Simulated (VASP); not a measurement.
# Ta2C (I4/mcm) in VASP: single point with r2SCAN

Aim: the single point of Ta2C with r2SCAN.

All numbers are computed with VASP 6.6.1; they aren't measurements. Logs are shortened: lines on timing, memory, paths and dates and some standing lists are left out, and cuts for length are marked.

### Step 1. The cell of the first run

It takes space group I4/mcm (No. 140, tetragonal). Conventional cell: a = 5.525 Å, b = 5.525 Å, c = 5.080 Å, α = 90.00°, β = 90.00°, γ = 90.00°. Within 3.2 Å of Ta (site symmetry m2m) lie 4 C at 2.40 Å and 11 Ta at 2.72 to 3.18 Å. C (site symmetry 422) has 8 Ta at 2.40 Å and 2 C at 2.54 Å within 3.2 Å.

### Step 2. Single point, r2SCAN

The input, POSCAR:

```
Ta2C
1.0
   -2.7623067460      2.7623067460      2.5402189971
    2.7623067460     -2.7623067460      2.5402189971
    2.7623067460      2.7623067460     -2.5402189971
Ta C
4 2
Direct
    0.6738079602      0.8261920398      0.5000000000
    0.8261920398      0.3261920398      0.1523840796
    0.3261920398      0.1738079602      0.5000000000
    0.1738079602      0.6738079602      0.8476159204
    0.2500000000      0.2500000000      0.0000000000
    0.7500000000      0.7500000000      0.0000000000
```

The input, INCAR.step1:

```
ALGO = Normal
EDIFF = 1E-4
ENCUT = 520
GGA = PE
ISMEAR = 0
LASPH = True
LCHARG = False
LREAL = False
LWAVE = True
NBANDS = 35
NELM = 60
PREC = Accurate
SIGMA = 0.1
```

The input, INCAR.step2:

```
ALGO = Normal
EDIFF = 1E-6
ENCUT = 520
ISIF = 2
ISMEAR = 0
ISTART = 1
LASPH = True
LCHARG = False
LMIXTAU = True
LREAL = False
LWAVE = False
METAGGA = R2SCAN
NBANDS = 35
NELM = 60
PREC = Accurate
SIGMA = 0.1
```

The input, KPOINTS:

```
k-points
0
Gamma
  10 10 10
```

Potentials or basis: VASP PAW PBE potentials, release 64 (Ta_pv, C).

On the command line:

```console
cat potpaw_PBE.64/Ta_pv/POTCAR potpaw_PBE.64/C/POTCAR > POTCAR
cp INCAR.step1 INCAR
mpirun -np 1 vasp_std > vasp.out
cp INCAR.step2 INCAR
mpirun -np 1 vasp_std > vasp.out
```

OUTCAR:

```text
EDIFF = 1E-6
   ENCUT = 520
   ISIF = 2
   ISMEAR = 0
   ISTART = 1
   LASPH = True
   LREAL = False
   METAGGA = R2SCAN
   NELM = 60
   PREC = Accurate

 ion  position               nearest neighbor table
   1  0.674  0.826  0.500-   5 2.40   6 2.40   6 2.40   5 2.40   3 2.72   3 2.81   3 2.81   2 2.89
                             2 2.89   4 2.89   4 2.89   4 3.18   4 3.18   2 3.18   2 3.18
   2  0.826  0.326  0.152-   5 2.40   6 2.40   6 2.40   5 2.40   4 2.72   4 2.81   4 2.81   1 2.89
                             1 2.89   3 2.89   3 2.89   3 3.18   1 3.18   1 3.18   3 3.18
   3  0.326  0.174  0.500-   6 2.40   5 2.40   5 2.40   6 2.40   1 2.72   1 2.81   1 2.81   4 2.89
                             2 2.89   2 2.89   4 2.89   4 3.18   4 3.18   2 3.18   2 3.18
   4  0.174  0.674  0.848-   6 2.40   5 2.40   5 2.40   6 2.40   2 2.72   2 2.81   2 2.81   1 2.89
                             3 2.89   3 2.89   1 2.89   3 3.18   1 3.18   1 3.18   3 3.18
   5  0.250  0.250  0.000-   2 2.40   1 2.40   2 2.40   3 2.40   4 2.40   3 2.40   4 2.40   1 2.40

   6  0.750  0.750  0.000-   3 2.40   2 2.40   1 2.40   2 2.40   4 2.40   1 2.40   3 2.40   4 2.40

  LATTYP: Found a body centered tetragonal cell.
 ALAT       =     5.5246134920
 C/A-ratio  =     0.9196006203

  Lattice vectors:

 A1 = (  -2.7623067460,   2.7623067460,   2.5402189971)
 A2 = (   2.7623067460,  -2.7623067460,   2.5402189971)
 A3 = (   2.7623067460,   2.7623067460,  -2.5402189971)

Analysis of symmetry for initial positions (statically):
=====================================================================
 Subroutine PRICEL returns:
 Original cell was already a primitive cell.

 Routine SETGRP: Setting up the symmetry group for a
 body centered tetragonal supercell.

 Subroutine GETGRP returns: Found 16 space group operations
 (whereof  8 operations were pure point group operations)
 out of a pool of 16 trial point group operations.

The static configuration has the point symmetry C_4h.
 The point group associated with its full space group is D_4h.

Analysis of symmetry for dynamics (positions and initial velocities):
=====================================================================
 Subroutine PRICEL returns:
 Original cell was already a primitive cell.

 Routine SETGRP: Setting up the symmetry group for a
 body centered tetragonal supercell.

 Subroutine GETGRP returns: Found 16 space group operations
 (whereof  8 operations were pure point group operations)
 out of a pool of 16 trial point group operations.

The dynamic configuration has the point symmetry C_4h.
 The point group associated with its full space group is D_4h.

 Subroutine INISYM returns: Found 16 space group operations
 (whereof  8 operations are pure point group operations),
 and found     1 'primitive' translations

----------------------------------------------------------------------------------------

                                     Primitive cell

  volume of cell :      77.5309

  direct lattice vectors                    reciprocal lattice vectors
    -2.762306746  2.762306746  2.540218997     0.000000000  0.181008138  0.196833423
     2.762306746 -2.762306746  2.540218997     0.181008138  0.000000000  0.196833423
     2.762306746  2.762306746 -2.540218997     0.181008138  0.181008138  0.000000000

  length of vectors
     4.659762834  4.659762834  4.659762834     0.267408568  0.267408568  0.255984163

  position of ions in fractional coordinates (direct lattice)
     0.673807960  0.826192040  0.500000000
     0.826192040  0.326192040  0.152384080
     0.326192040  0.173807960  0.500000000
     0.173807960  0.673807960  0.847615920
     0.250000000  0.250000000  0.000000000
     0.750000000  0.750000000  0.000000000

  ion indices of the primitive-cell ions
   primitive index   ion index
                 1           1
                 2           2
                 3           3
                 4           4
                 5           5
                 6           6

----------------------------------------------------------------------------------------

 KPOINTS: k-points

Automatic generation of k-mesh.
 Grid dimensions read from file:
 generate k-points for:   10   10   10

 Generating k-lattice:

  Cartesian coordinates                     Fractional coordinates (reciprocal lattice)
     0.000000000  0.018100814  0.019683342     0.100000000  0.000000000  0.000000000
     0.018100814  0.000000000  0.019683342     0.000000000  0.100000000  0.000000000
     0.018100814  0.018100814  0.000000000     0.000000000  0.000000000  0.100000000

  Length of vectors
     0.026740857  0.026740857  0.025598416

  Shift w.r.t. Gamma in fractional coordinates (k-lattice)
     0.000000000  0.000000000  0.000000000

 Subroutine IBZKPT returns following result:
 ===========================================

 Found    102 irreducible k-points:

 Following reciprocal coordinates:
            Coordinates               Weight
  0.000000  0.000000  0.000000      1.000000
  0.100000 -0.000000  0.000000      8.000000
  0.200000 -0.000000  0.000000      8.000000
  0.300000  0.000000 -0.000000      8.000000
  0.400000  0.000000 -0.000000      8.000000
  0.500000  0.000000  0.000000      4.000000
[... 16 lines left out ...]
  0.300000  0.300000 -0.000000      8.000000
  0.400000  0.300000  0.000000     16.000000
 [... further k-points ...]
   k-points           NKPTS =    102   k-points in BZ     NKDIM =    102   number of bands    NBANDS=     35
   number of dos      NEDOS =    301   number of ions     NIONS =      6
   total plane-waves  NPLWV =  46656
   dimension x,y,z NGX =    36 NGY =   36 NGZ =   36
   dimension x,y,z NGXF=    72 NGYF=   72 NGZF=   72
   ions per type =               4   2
   NGX,Y,Z   is equivalent  to a cutoff of  12.84, 12.84, 12.84 a.u.
   NGXF,Y,Z  is equivalent  to a cutoff of  25.69, 25.69, 25.69 a.u.
 SYSTEM =  unknown system
   PREC   = accura    normal or accurate (medium, high low for compatibility)
   ISTART =      1    job   : 0-new  1-cont  2-samecut
   ICHARG =      0    charge: 1-file 2-atom 10-const
   ISPIN  =      1    spin polarized calculation?
   LNONCOLLINEAR =      F non collinear calculations
   LSORBIT =      F    spin-orbit coupling
   LASPH  =      T    aspherical Exc in radial PAW
   ENCUT  =  520.0 eV  38.22 Ry    6.18 a.u.   8.66  8.66  8.66*2*pi/ulx,y,z
   NELM   =     60;   NELMIN=  2; NELMDL=  0     # of ELM steps
   EDIFF  = 0.1E-05   stopping-criterion for ELM
   LREAL  =      F    real-space projection
   EDIFFG = 0.1E-04   stopping-criterion for IOM
   NSW    =      0    number of steps for IOM
   IBRION =     -1    ionic relax: 0-MD 1-quasi-New 2-CG
   NFREE  =      0    steps in history (QN), initial steepest desc. (CG)
   ISIF   =      2    stress and relaxation
   ISYM   =      2    0-nonsym 1-usesym 2-fastsym
   POTIM  = 0.5000    time-step for ionic-motion
   TEBEG  =    0.0;   TEEND  =   0.0 temperature during run
   PSTRESS=    0.0 pullay stress
   NELECT =      52.0000    total number of electrons
   NUPDOWN=      -1.0000    fix difference up-down
   EMIN   =  10.00;   EMAX   =-10.00  energy-range for DOS
   EFERMI =   0.00;   METHOD = LEGACY
   ISMEAR =     0;   SIGMA  =   0.10  broadening in eV -4-tet -1-fermi 0-gaus
   EFERMI_NEDOS =   21; number of points for ismear=-14 and -15
   IALGO  =     38    algorithm
   IMIX   =      4    mixing-type and parameters
     AMIX     =   0.40;   BMIX     =  1.00
     AMIX_MAG =   1.60;   BMIX_MAG =  1.00
  volume/ion in A,a.u.               =      12.92        87.20
  Fermi-wavevector in a.u.,A,eV,Ry     =   1.433016  2.708007 27.940028  2.053534
  Thomas-Fermi vector in A             =   2.552580
   LORBIT       =      0    0 simple, 1 ext, 2 COOP (PROOUT), +10 PAW based schemes
   METAGGA = R2SCAN    functional components
   LHFCALC =     F    Hartree Fock is set to
   AEXX    =    0.0000 exact exchange contribution
   IVDW    =     0    specifies the selected vdW correction
   LEPSILON=     F    determine dielectric tensor
   LRPA    =     F    only Hartree local field effects (RPA)
 non-spin polarized calculation
 Gauss-broadening in eV      SIGMA  =   0.10
  energy-cutoff  :      520.00
  volume of cell :       77.53
 maximum number of plane-waves:      2106
   NGX = 17   NGY = 17   NGZ = 17

 number of electron      52.0000001 magnetization

 Free energy of the ion-electron system (eV)
  ---------------------------------------------------
  ext. energy  EPLUGINS =         0.00000000
  ---------------------------------------------------
  free energy    TOTEN  =      -215.10268798 eV

  energy without entropy =     -215.08986897  energy(sigma->0) =     -215.09627847

 E-fermi :   7.4124     XC(G=0): -14.3398

 val. band max:        7.4123988558   @ k =   0.5000   0.5000   0.5000
 cond. band min:       7.4132853756   @ k =  -0.3000  -0.3000   0.1000
 fundamental gap:      0.0008865198
 Fermi energy:         7.4124164224

 k-point     1 :       0.0000    0.0000    0.0000
  band No.  band energies     occupation
      1     -28.7852      2.00000
      2     -28.6287      2.00000
      3     -28.6287      2.00000
      4     -28.5490      2.00000
      5     -28.5490      2.00000
      6     -28.4796      2.00000
[... 27 lines left out ...]
     34      11.4210      0.00000
     35      12.2828      0.00000

 k-point     2 :       0.1000   -0.0000    0.0000
  band No.  band energies     occupation
      1     -28.7984      2.00000
      2     -28.6526      2.00000
      3     -28.6513      2.00000
      4     -28.5234      2.00000
      5     -28.5113      2.00000
      6     -28.4532      2.00000
[... 27 lines left out ...]
     34      11.4298      0.00000
     35      12.5962      0.00000

 k-point     3 :       0.2000   -0.0000    0.0000
  band No.  band energies     occupation
      1     -28.8257      2.00000
      2     -28.7062      2.00000
      3     -28.6604      2.00000
      4     -28.4771      2.00000
      5     -28.4551      2.00000
      6     -28.3590      2.00000
[... 27 lines left out ...]
     34      11.6416      0.00000
     35      11.9193      0.00000
[... 723 lines left out ...]
 k-point    23 :       0.3000    0.3000   -0.0000
  band No.  band energies     occupation
      1     -28.8506      2.00000
      2     -28.6237      2.00000
      3     -28.6130      2.00000
      4     -28.5217      2.00000
      5     -28.3595      2.00000
      6     -28.1666      2.00000
[... 27 lines left out ...]
     34      11.3214      0.00000
     35      12.3234      0.00000

 k-point    24 :       0.4000    0.3000    0.0000
  band No.  band energies     occupation
      1     -28.8065      2.00000
      2     -28.6755      2.00000
      3     -28.6124      2.00000
      4     -28.4865      2.00000
      5     -28.3044      2.00000
      6     -28.2731      2.00000
[... 27 lines left out ...]
     34      11.7604      0.00000
     35      11.9717      0.00000

 [... further k-points ...]
[... 5 lines left out ...]
  --------------------------------------------------------------------------------------
  -------------------------------------------------------------------------------------
  Total        0.6122541      0.6122541      0.5914290      0.0000000      0.0000000      0.0000000
  in kB       12.6522376     12.6522376     12.2218870      0.0000000      0.0000000      0.0000000
  external PRESSURE =      12.5087874 kB  Pullay stress =       0.0000000 kB

 VOLUME and BASIS-vectors are now :
 -----------------------------------------------------------------------------
  energy-cutoff  :      520.00
  volume of cell :       77.53
      direct lattice vectors                 reciprocal lattice vectors
    -2.762306746  2.762306746  2.540218997     0.000000000  0.181008138  0.196833423
     2.762306746 -2.762306746  2.540218997     0.181008138  0.000000000  0.196833423
     2.762306746  2.762306746 -2.540218997     0.181008138  0.181008138  0.000000000

 POSITION                                       TOTAL-FORCE (eV/Angst)
 -----------------------------------------------------------------------------------
      1.80208      0.96022      2.54022         0.010463     -0.010463      0.000000
     -0.96022      1.80208      2.54022         0.010463      0.010463     -0.000000
      0.96022      1.80208      0.00000        -0.010463      0.010463      0.000000
      3.72253      0.96022      0.00000        -0.010463     -0.010463      0.000000
      0.00000      0.00000      1.27011        -0.000000      0.000000      0.000000
      0.00000      0.00000      3.81033        -0.000000      0.000000      0.000000
 -----------------------------------------------------------------------------------
    total drift:                                0.000000     -0.000000     -0.000000

  FREE ENERGIE OF THE ION-ELECTRON SYSTEM (eV)
  ---------------------------------------------------
  free  energy   TOTEN  =      -215.1026879809 eV

  energy  without entropy=     -215.0898689659  energy(sigma->0) =     -215.09627847
```

Wall time 13 min (1 thread of Intel Xeon 6975P-C, shared host); peak memory 0.37 GiB.

What came out:

| Item | Value |
| --- | --- |
| Free energy | -215.1027 eV |
| Pressure | 1.3 GPa |
| Largest force | 0.015 eV/Å |
| Band gap on the k mesh | zero (band 26 reaches 7.95 eV, above the bottom of band 27 at 7.07 eV) |

Forces on the atoms (eV/Å):
```
Ta   0.010 -0.010  0.000
Ta   0.010  0.010  0.000
Ta  -0.010  0.010  0.000
Ta  -0.010 -0.010  0.000
C    0.000  0.000  0.000
C    0.000  0.000  0.000
```

Caveat: the PAW data sets were made with another functional, which shifts forces and pressure a little; spin-orbit coupling is left out, which moves the levels of the heavy elements.
